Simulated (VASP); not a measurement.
# Be24H in VASP: notebook

Runs on Be24H. Level: PBE. Tasks: relaxation of the atoms, single point.

All numbers are computed with VASP 6.6.1; they aren't measurements. Logs are shortened: lines on timing, memory, paths and dates and some standing lists are left out, and cuts for length are marked.

**1. The cell of the first run**

The cell holds a slab with vacuum, 25 atoms: a = 4.525 Å, b = 7.134 Å, c = 19.869 Å, α = 90.00°, β = 90.00°, γ = 90.00°.

**2. Relaxation of the atoms, PBE**

INCAR

```
ALGO     = Normal         # electronic algorithm
DIPOL    = 0.5 0.5 0.318
EDIFF    = 1E-6           # SCF threshold, eV
EDIFFG   = -0.025         # ionic threshold
ENCUT    = 520            # plane-wave cutoff, eV
GGA      = PE             # functional
IBRION   = 2              # ionic algorithm
IDIPOL   = 3            
ISIF     = 2              # what is computed and relaxed
ISMEAR   = 0              # smearing method
KPAR     = 4            
LASPH    = True           # aspherical terms in the spheres
LCHARG   = False          # write CHGCAR
LDIPOL   = True         
LREAL    = Auto         
LWAVE    = False          # write WAVECAR
NELM     = 80             # most SCF steps
NSW      = 36             # ionic steps
PREC     = Accurate       # precision mode
SIGMA    = 0.1            # smearing width, eV
```

KPOINTS

```
k-points
0
Gamma
  6 4 1
```

POSCAR

```
Be24H
1.0
    4.5254381414      0.0000000000      0.0000000000
    0.0000000000      7.1336190818      0.0000000000
    0.0000000000      0.0000000000     19.8685529777
Be H
24 1
Selective dynamics
Direct
    0.0000000000      0.3750000000      0.2013231665  F F F
    0.0000000000      0.8750000000      0.2013231665  F F F
    0.5000000000      0.3750000000      0.2013231665  F F F
    0.5000000000      0.8750000000      0.2013231665  F F F
    0.2500000000      0.1250000000      0.2341987732  F F F
    0.2500000000      0.6250000000      0.2341987732  F F F
    0.7500000000      0.1250000000      0.2341987732  F F F
    0.7500000000      0.6250000000      0.2341987732  F F F
    0.2500000000      0.3750000000      0.2999499865  F F F
    0.2500000000      0.8750000000      0.2999499865  F F F
    0.7500000000      0.3750000000      0.2999499865  F F F
    0.7500000000      0.8750000000      0.2999499865  F F F
    0.0000000000      0.1250000000      0.3268353583  F F F
    0.0000000000      0.6250000000      0.3268353583  F F F
    0.5000000000      0.1250000000      0.3268353583  F F F
    0.5000000000      0.6250000000      0.3268353583  F F F
    0.0000000000      0.3750000000      0.3993099146  F F F
    0.0000000000      0.8750000000      0.3993099146  F F F
    0.5000000000      0.3750000000      0.3993099146  F F F
    0.5000000000      0.8750000000      0.3993099146  F F F
    0.2500000000      0.1250000000      0.4211958962  F F F
    0.2500000000      0.6250000000      0.4211958962  F F F
    0.7500000000      0.1250000000      0.4211958962  F F F
    0.7500000000      0.6250000000      0.4211958962  F F F
    0.2500000000      0.3125000000      0.4235464527  F F T
```

Potentials or basis: VASP PAW PBE potentials, release 64 (Be, H).

Started as:

```
$ cat potpaw_PBE.64/Be/POTCAR potpaw_PBE.64/H/POTCAR > POTCAR
$ mpirun -np 4 vasp_std > vasp.out
```

OUTCAR:

```text
EDIFF = 1E-6
   EDIFFG = -0.025
   ENCUT = 520
   GGA = PE
   IBRION = 2
   ISIF = 2
   ISMEAR = 0
   LASPH = True
   LREAL = Auto
   NELM = 80
   NSW = 36
   PREC = Accurate

 ion  position               nearest neighbor table
   1  0.000  0.375  0.201-   5 2.21   6 2.21   7 2.21   8 2.21   3 2.26   3 2.26  11 2.26   9 2.26

   2  0.000  0.875  0.201-   5 2.21   6 2.21   7 2.21   8 2.21   4 2.26   4 2.26  12 2.26  10 2.26

   3  0.500  0.375  0.201-   5 2.21   6 2.21   7 2.21   8 2.21   1 2.26   1 2.26  11 2.26   9 2.26
[... 39 lines left out ...]
  23  0.750  0.125  0.421-  17 2.16  18 2.16  19 2.16  20 2.16  13 2.19  15 2.19  21 2.26  21 2.26

  24  0.750  0.625  0.421-  17 2.16  18 2.16  19 2.16  20 2.16  14 2.19  16 2.19  22 2.26  22 2.26

  25  0.250  0.312  0.424-  17 1.31  19 1.31  21 1.34

  LATTYP: Found a simple orthorhombic cell.
 ALAT       =     4.5254381414
 B/A-ratio  =     1.5763377730
 C/A-ratio  =     4.3904153271

  Lattice vectors:

 A1 = (   4.5254381414,   0.0000000000,   0.0000000000)
 A2 = (   0.0000000000,   7.1336190818,   0.0000000000)
 A3 = (   0.0000000000,   0.0000000000,  19.8685529777)

Analysis of symmetry for initial positions (statically):
=====================================================================
 Subroutine PRICEL returns:
 Original cell was already a primitive cell.

 Routine SETGRP: Setting up the symmetry group for a
 simple orthorhombic supercell.

 Subroutine GETGRP returns: Found  2 space group operations
 (whereof  1 operations were pure point group operations)
 out of a pool of  8 trial point group operations.

The static configuration has the point symmetry C_1 .
 The point group associated with its full space group is C_1h.

Analysis of symmetry for dynamics (positions and initial velocities):
=====================================================================
 Subroutine PRICEL returns:
 Original cell was already a primitive cell.

 Routine SETGRP: Setting up the symmetry group for a
 simple orthorhombic supercell.

 Subroutine GETGRP returns: Found  2 space group operations
 (whereof  1 operations were pure point group operations)
 out of a pool of  8 trial point group operations.

The dynamic configuration has the point symmetry C_1 .
 The point group associated with its full space group is C_1h.

[... 191 lines left out ...]
  ---------------------------------------------------
  ext. energy  EPLUGINS =         0.00000000
  ---------------------------------------------------
  free energy    TOTEN  =       -85.82664717 eV

  energy without entropy =      -85.80900581  energy(sigma->0) =      -85.81782649

------------------------ aborting loop because EDIFF is reached ----------------------------------------

  FORCE on cell =-STRESS in cart. coord.  units (eV):
  Direction    XX          YY          ZZ          XY          YZ          ZX
  --------------------------------------------------------------------------------------
  -------------------------------------------------------------------------------------
  Total        1.2161607     -1.2106150      1.7442648      0.0000000      0.3132995      0.0000000
  in kB        3.0378390     -3.0239866      4.3569866      0.0000000      0.7825885      0.0000000
  external PRESSURE =       1.4569463 kB  Pullay stress =       0.0000000 kB
[... 99 lines left out ...]
  FREE ENERGIE OF THE ION-ELECTRON SYSTEM (eV)
  ---------------------------------------------------
  free  energy   TOTEN  =       -86.0415068699 eV

  energy  without entropy=      -86.0244624085  energy(sigma->0) =      -86.03298464

 dipolmoment           0.000000      0.000000     -0.009865 electrons x Angstroem

--------------------------------------- Ionic step        3  -------------------------------------------

 number of electron      49.0000001 magnetization

------------------------ aborting loop because EDIFF is reached ----------------------------------------

 vacuum level on the upper side and lower side of the slab       (xc-potential included)         0.046        -0.063

  FORCE on cell =-STRESS in cart. coord.  units (eV):
  Direction    XX          YY          ZZ          XY          YZ          ZX
  --------------------------------------------------------------------------------------
  -------------------------------------------------------------------------------------
  Total       -0.8488858     -2.4224355      0.0448672      0.0000000      0.6838409      0.0000000
  in kB       -2.1204257     -6.0509843      0.1120734      0.0000000      1.7081613      0.0000000
  external PRESSURE =      -2.6864455 kB  Pullay stress =       0.0000000 kB
[... 105 lines left out ...]
--------------------------------------- Ionic step        5  -------------------------------------------

 number of electron      49.0000001 magnetization

 dipolmoment           0.000000      0.000000      0.018989 electrons x Angstroem

 Free energy of the ion-electron system (eV)
  ---------------------------------------------------
  ext. energy  EPLUGINS =         0.00000000
  ---------------------------------------------------
  free energy    TOTEN  =       -86.50173993 eV

  energy without entropy =      -86.48145888  energy(sigma->0) =      -86.49159941

 E-fermi :  -1.1374     XC(G=0):  -4.1353

 val. band max:       -1.1415946170   @ k =   0.1667   0.0000   0.0000
 cond. band min:      -1.1292370776   @ k =   0.0000   0.5000   0.0000
 fundamental gap:      0.0123575394
 Fermi energy:        -1.1374282984

 k-point     1 :       0.0000    0.0000    0.0000
  band No.  band energies     occupation
      1     -11.5792      2.00000
      2      -9.9943      2.00000
      3      -9.3653      2.00000
      4      -9.2977      2.00000
      5      -8.1772      2.00000
      6      -7.2658      2.00000
[... 457 lines left out ...]
     35       3.2462      0.00000
     36       3.2851      0.00000
 [bands above 36 left out]

------------------------ aborting loop because EDIFF is reached ----------------------------------------

 vacuum level on the upper side and lower side of the slab       (xc-potential included)        -0.045        -0.155

  FORCE on cell =-STRESS in cart. coord.  units (eV):
  Direction    XX          YY          ZZ          XY          YZ          ZX
  --------------------------------------------------------------------------------------
  -------------------------------------------------------------------------------------
  Total       -0.9523309     -2.8541535     -0.8109403      0.0000000      0.5705018      0.0000000
  in kB       -2.3788204     -7.1293695     -2.0256420      0.0000000      1.4250522      0.0000000
  external PRESSURE =      -3.8446106 kB  Pullay stress =       0.0000000 kB
[... 40 lines left out ...]
  FREE ENERGIE OF THE ION-ELECTRON SYSTEM (eV)
  ---------------------------------------------------
  free  energy   TOTEN  =       -86.5017399318 eV

  energy  without entropy=      -86.4814588788  energy(sigma->0) =      -86.49159941

 reached required accuracy - stopping structural energy minimisation

 vacuum level on the upper side and lower side of the slab         3.306         3.194
```

It took 11 min on 4 MPI ranks of Intel Xeon Platinum 8259CL at 2.50GHz (Skylake/Cascade Lake), shared host; peak memory 0.8 GiB.

What came out:

| Quantity | Value |
| --- | --- |
| Free energy | -86.5017 eV |
| Energy gained by relaxing | 27.0 meV/atom |
| Ionic steps | 5 |
| Band gap on the k mesh | zero (an odd number of electrons rules out a gap without spin polarisation) |

Step by step:
| step | energy change (eV) | largest force on free atoms (eV/Å) | pressure (GPa) |
| --- | --- | --- | --- |
| 1 | 0.0000 | 2.1555 | 0.15 |
| 2 | -0.2149 | 1.9488 | 0.05 |
| 3 | -0.6358 | 0.6300 | -0.27 |
| 4 | -0.6737 | 0.1175 | -0.40 |
| 5 | -0.6751 | 0.0016 | -0.38 |

Final structure:
```
CELL_PARAMETERS angstrom
4.52544 0.00000 0.00000
0.00000 7.13362 0.00000
0.00000 0.00000 19.86855
ATOMIC_POSITIONS crystal
Be 0.00000 0.37500 0.20132
Be 0.00000 0.87500 0.20132
Be 0.50000 0.37500 0.20132
Be 0.50000 0.87500 0.20132
Be 0.25000 0.12500 0.23420
Be 0.25000 0.62500 0.23420
Be 0.75000 0.12500 0.23420
Be 0.75000 0.62500 0.23420
Be 0.25000 0.37500 0.29995
Be 0.25000 0.87500 0.29995
Be 0.75000 0.37500 0.29995
Be 0.75000 0.87500 0.29995
Be 0.00000 0.12500 0.32684
Be 0.00000 0.62500 0.32684
Be 0.50000 0.12500 0.32684
Be 0.50000 0.62500 0.32684
Be 0.00000 0.37500 0.39931
Be 0.00000 0.87500 0.39931
Be 0.50000 0.37500 0.39931
Be 0.50000 0.87500 0.39931
Be 0.25000 0.12500 0.42120
Be 0.25000 0.62500 0.42120
Be 0.75000 0.12500 0.42120
Be 0.75000 0.62500 0.42120
H 0.25000 0.31250 0.45080
```

**3. Single point, PBE**

INCAR

```
  PREC = Accurate
  ENCUT = 520
  EDIFF = 1E-7
  ISMEAR = 0
  SIGMA = 0.1
  LREAL = Auto
  LASPH = T
  NELM = 80
  ALGO = Normal
  ISIF = 2
  LWAVE = F
  LCHARG = F
  LDIPOL = T
  IDIPOL = 3
  DIPOL = 0.5 0.5 0.320
  GGA = PE
  NBANDS = 42
```

KPOINTS

```
Automatic mesh
0
Gamma
  6 4 1
```

POSCAR

```
Be24H
1.0
    4.5254381414      0.0000000000      0.0000000000
    0.0000000000      7.1336190818      0.0000000000
    0.0000000000      0.0000000000     19.8685529777
Be H
24 1
Direct
    0.0000000000      0.3750000000      0.2013231665
    0.0000000000      0.8750000000      0.2013231665
    0.5000000000      0.3750000000      0.2013231665
    0.5000000000      0.8750000000      0.2013231665
    0.2500000000      0.1250000000      0.2341987732
    0.2500000000      0.6250000000      0.2341987732
    0.7500000000      0.1250000000      0.2341987732
    0.7500000000      0.6250000000      0.2341987732
    0.2500000000      0.3750000000      0.2999499865
    0.2500000000      0.8750000000      0.2999499865
    0.7500000000      0.3750000000      0.2999499865
    0.7500000000      0.8750000000      0.2999499865
    0.0000000000      0.1250000000      0.3268353583
    0.0000000000      0.6250000000      0.3268353583
    0.5000000000      0.1250000000      0.3268353583
    0.5000000000      0.6250000000      0.3268353583
    0.0000000000      0.3750000000      0.3993099146
    0.0000000000      0.8750000000      0.3993099146
    0.5000000000      0.3750000000      0.3993099146
    0.5000000000      0.8750000000      0.3993099146
    0.2500000000      0.1250000000      0.4211958962
    0.2500000000      0.6250000000      0.4211958962
    0.7500000000      0.1250000000      0.4211958962
    0.7500000000      0.6250000000      0.4211958962
    0.5000000000      0.1875000000      0.4673854273
```

Potentials or basis: VASP PAW PBE potentials, release 64 (Be, H).

Started as:

```
$ cat potpaw_PBE.64/Be/POTCAR potpaw_PBE.64/H/POTCAR > POTCAR
$ mpirun -np 1 vasp_std > vasp.out
```

OUTCAR:

```text
PREC = Accurate
   ENCUT = 520
   EDIFF = 1E-7
   ISMEAR = 0
   LREAL = Auto
   LASPH = T
   NELM = 80
   ISIF = 2
   GGA = PE

 ion  position               nearest neighbor table
   1  0.000  0.375  0.201-   5 2.21   6 2.21   7 2.21   8 2.21   3 2.26   3 2.26  11 2.26   9 2.26

   2  0.000  0.875  0.201-   5 2.21   6 2.21   7 2.21   8 2.21   4 2.26   4 2.26  12 2.26  10 2.26

   3  0.500  0.375  0.201-   5 2.21   6 2.21   7 2.21   8 2.21   1 2.26   1 2.26  11 2.26   9 2.26
[... 39 lines left out ...]
  23  0.750  0.125  0.421-  25 1.52  18 2.16  19 2.16  20 2.16  17 2.16  15 2.19  13 2.19  21 2.26
[... 713 lines left out ...]
  in kB       -4.8058101     -9.1321163     -0.3155399      0.0000000     -0.1070401      0.0000000
  external PRESSURE =      -4.7511554 kB  Pullay stress =       0.0000000 kB

 VOLUME and BASIS-vectors are now :
 -----------------------------------------------------------------------------
  energy-cutoff  :      520.00
  volume of cell :      641.41
      direct lattice vectors                 reciprocal lattice vectors
     4.525438141  0.000000000  0.000000000     0.220973079  0.000000000  0.000000000
     0.000000000  7.133619082  0.000000000     0.000000000  0.140181300  0.000000000
     0.000000000  0.000000000 19.868552978     0.000000000  0.000000000  0.050330792

 POSITION                                       TOTAL-FORCE (eV/Angst)
 -----------------------------------------------------------------------------------
      0.00000      2.67511      4.00000         0.000000     -0.050596      0.533457
      0.00000      6.24192      4.00000         0.000000      0.041199      0.503633
      2.26272      2.67511      4.00000         0.000000      0.068024      0.599519
      2.26272      6.24192      4.00000         0.000000     -0.142917      0.550054
      1.13136      0.89170      4.65319        -0.031363      0.036557     -0.646048
      1.13136      4.45851      4.65319        -0.003142      0.014208     -0.782629
[... 17 lines left out ...]
      3.39408      4.45851      8.36855         0.047418     -0.014357      0.014519
      2.26272      1.33755      9.28627         0.000000      0.079536     -0.009084
 -----------------------------------------------------------------------------------
    total drift:                                0.000000      0.000064      0.002162

  FREE ENERGIE OF THE ION-ELECTRON SYSTEM (eV)
  ---------------------------------------------------
  free  energy   TOTEN  =       -86.5334303727 eV

  energy  without entropy=      -86.5151047064  energy(sigma->0) =      -86.52426754

 vacuum level on the upper side and lower side of the slab         3.509         3.123
```

OSZICAR:

```text
N       E                     dE             d eps       ncg     rms          rms(c)
DAV:   1     0.195763920634E+03    0.19576E+03   -0.15519E+04  1008   0.839E+02
DAV:   2    -0.756111744489E+02   -0.27138E+03   -0.25394E+03  1366   0.175E+02
DAV:   3    -0.932365192167E+02   -0.17625E+02   -0.17148E+02  1236   0.440E+01
[... 17 lines left out ...]
DAV:  21    -0.865334199454E+02   -0.29110E-04   -0.18459E-06  1318   0.324E-03    0.559E-04
DAV:  22    -0.865334278000E+02   -0.78546E-05   -0.38833E-07  1084   0.163E-03    0.203E-04
DAV:  23    -0.865334299998E+02   -0.21999E-05   -0.12570E-07  1036   0.759E-04    0.101E-04
DAV:  24    -0.865334303557E+02   -0.35589E-06   -0.23846E-08   930   0.372E-04    0.460E-05
DAV:  25    -0.865334303727E+02   -0.17015E-07   -0.73274E-09   926   0.214E-04
   1 F= -.86533430E+02 E0= -.86524268E+02  d E =-.183257E-01
```

stdout:

```text
POSCAR found type information on POSCAR BeH
 POSCAR found :  2 types and      25 ions
 scaLAPACK will be used
 LDA part: xc-table for (Slater+PW92), standard interpolation
 POSCAR, INCAR and KPOINTS ok, starting setup
 FFT: planning ... GRIDC
 FFT: planning ... GRID_SOFT
 FFT: planning ... GRID
 WAVECAR not read
 entering main loop
```

Run time: 16 min. Hardware: 1 thread of Intel Xeon Platinum 8259CL at 2.50GHz (Skylake/Cascade Lake), shared host; peak memory 0.68 GiB.

What came out:

```yaml
Free_energy: -86.5334 eV
Largest_force: 0.783 eV/Å
Band_gap_on_the_k_mesh: zero (an odd number of electrons rules out a gap without spin polarisation)
```

Forces on the atoms (eV/Å):
```
Be   0.000 -0.051  0.533
Be   0.000  0.041  0.504
Be   0.000  0.068  0.600
Be   0.000 -0.143  0.550
Be  -0.031  0.037 -0.646
Be  -0.003  0.014 -0.783
Be   0.031  0.037 -0.646
Be   0.003  0.014 -0.783
Be  -0.061  0.027  0.237
Be  -0.062 -0.059  0.099
Be   0.061  0.027  0.237
Be   0.062 -0.059  0.099
Be   0.000  0.054  0.125
Be   0.000  0.015 -0.003
Be   0.000 -0.060 -0.179
Be   0.000  0.140 -0.152
Be   0.000  0.338 -0.180
Be   0.000 -0.147  0.009
Be   0.000  0.101  0.258
Be   0.000 -0.342 -0.234
Be   0.354 -0.052  0.169
Be  -0.047 -0.014  0.015
Be  -0.354 -0.052  0.169
Be   0.047 -0.014  0.015
H    0.000  0.080 -0.009
```

Levels at points of the mesh, in eV from the Fermi level:
| k point | band 23 | band 24 | band 25 | band 26 | band 27 | band 28 |
| --- | --- | --- | --- | --- | --- | --- |
| (0.00, 0.00, 0.00) | -0.85 | -0.14 | -0.12 | 0.26 | 0.89 | 1.75 |
| (0.50, 0.00, 0.00) | 0.23 | 0.79 | 0.81 | 1.37 | 1.40 | 1.46 |
| (0.00, 0.50, 0.00) | -1.06 | -0.86 | -0.37 | 0.06 | 0.79 | 1.40 |
| (0.50, 0.50, 0.00) | -0.49 | -0.44 | 0.19 | 0.48 | 0.51 | 0.52 |

**4. Single point, PBE**

INCAR

```
SYSTEM = Be24H
  PREC = Accurate
  ENCUT = 520
  EDIFF = 1E-6
  ISMEAR = 0
  SIGMA = 0.1
  LREAL = Auto
  LASPH = .TRUE.
  NELM = 60
  ALGO = Normal
  ISIF = 2
  LWAVE = .FALSE.
  LCHARG = .FALSE.
  LDIPOL = .TRUE.
  IDIPOL = 3
  DIPOL = 0.5 0.5 0.320
  GGA = PE
  NBANDS = 42
```

KPOINTS

```
Automatic mesh
0
G
  6 4 1
  0 0 0
```

Changes to POSCAR since step 3:

```diff
@@ -32,2 +32,2 @@
     0.7500000000      0.6250000000      0.4211958962
-    0.5000000000      0.1875000000      0.4673854273
+    0.5000000000      0.3125000000      0.4667202464
```

Started as:

```
$ cat potpaw_PBE.64/Be/POTCAR potpaw_PBE.64/H/POTCAR > POTCAR
$ mpirun -np 1 vasp_std > vasp.out
```

Run time: 14 min. Hardware: 1 thread of Intel Xeon Platinum 8259CL at 2.50GHz (Skylake/Cascade Lake), shared host; peak memory 0.68 GiB.

The run converged. Its results:

```yaml
Free_energy: -85.9517 eV
Largest_force: 1.232 eV/Å
Band_gap_on_the_k_mesh: zero (an odd number of electrons rules out a gap without spin polarisation)
```

Forces on the atoms (eV/Å):
```
Be   0.000 -0.015  0.498
Be   0.000  0.023  0.548
Be   0.000  0.024  0.574
Be   0.000 -0.121  0.482
Be  -0.019  0.081 -0.700
Be  -0.017 -0.018 -0.665
Be   0.019  0.081 -0.700
Be   0.017 -0.018 -0.665
Be  -0.098 -0.025  0.310
Be  -0.081 -0.022  0.203
Be   0.098 -0.025  0.310
Be   0.081 -0.022  0.203
Be   0.000  0.047 -0.025
Be   0.000  0.043 -0.106
Be   0.000 -0.039  0.014
Be   0.000  0.108  0.045
Be   0.000  0.318 -0.314
Be   0.000 -0.056  0.126
Be   0.000  0.168 -0.269
Be   0.000  0.049  0.001
Be   0.270  0.185  0.174
Be  -0.173  0.140 -0.104
Be  -0.270  0.185  0.174
Be   0.173  0.140 -0.104
H    0.000 -1.232 -0.010
```

Levels at points of the mesh, in eV from the Fermi level:
```
           k point  band 22  band 23  band 24  band 25  band 26  band 27  band 28  band 29
(0.00, 0.00, 0.00)    -1.12    -0.59    -0.20    -0.18     0.12     0.76     1.58     1.90
(0.50, 0.00, 0.00)    -1.16     0.46     0.73     0.91     1.28     1.36     1.39     1.41
(0.00, 0.50, 0.00)    -1.11    -0.99    -0.91    -0.22     0.01     0.95     1.32     1.79
(0.50, 0.50, 0.00)    -0.62    -0.53    -0.50     0.32     0.40     0.44     0.45     2.41
```

**5. Overview**

| task | cell | atoms held along some axes (from 0) | gap on the mesh (eV) | largest force (eV/Å) |
| --- | --- | --- | --- | --- |
| relaxation of the atoms | atoms relaxed, atomic positions A | atom 24 along a and b | none | - |
| single point | as given, atomic positions B | - | none | 0.78 |
| single point | as given, atomic positions C | - | none | 1.23 |

Alike in all rows: level PBE; potentials or basis VASP PAW PBE potentials, release 64 (Be, H); no spin polarisation; k mesh 6 × 4 × 1; cutoff (eV) 520; smearing gaussian 0.1 eV.

Total energies depend on the potentials used, so only differences within one code and one set of settings carry meaning.

The gap in the log of VASP goes by the Fermi energy; the results here count the filled bands.